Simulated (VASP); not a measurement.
Input of a VASP 6.6.1 run:

Contents of INCAR:

```
ALGO = Normal
EDIFF = 1E-6
ENCUT = 520
GGA = PS
ISIF = 2
ISMEAR = 0
LASPH = T
LCHARG = F
LREAL = F
LWAVE = F
NBANDS = 56
NELM = 100
PREC = Accurate
SIGMA = 0.1
```

Contents of KPOINTS:

```
k-points
0
Gamma
  8 8 8
```

The input POSCAR:

```
Ti3Pt
1.0
    4.9812667673      0.0000000000      0.0000000000
    0.0000000000      4.9812667673      0.0000000000
    0.0000000000      0.0000000000      4.9812667673
Ti Pt
6 2
Direct
    0.2500000000      0.0000000000      0.5000000000
    0.5000000000      0.7500000000      0.0000000000
    0.7500000000      0.0000000000      0.5000000000
    0.5000000000      0.2500000000      0.0000000000
    0.0000000000      0.5000000000      0.7500000000
    0.0000000000      0.5000000000      0.2500000000
    0.0000000000      0.0000000000      0.0000000000
    0.5000000000      0.5000000000      0.5000000000
```

Potentials or basis: VASP PAW PBE potentials, release 64 (Ti_sv, Pt).

Run with:

```console
$ cat potpaw_PBE.64/Ti_sv/POTCAR potpaw_PBE.64/Pt/POTCAR > POTCAR
$ mpirun -np 1 vasp_std > vasp.out
```

(1) Estimate the band gap on the k mesh.

(2) What does it give for the pressure?

Answers

(1) zero (band 46 reaches 9.76 eV, above the bottom of band 47 at 9.23 eV).

(2) -0.2 GPa.

Caveat: the PAW data sets were made with another functional, which shifts forces and pressure a little; spin-orbit coupling is left out, which moves the levels of the heavy elements.
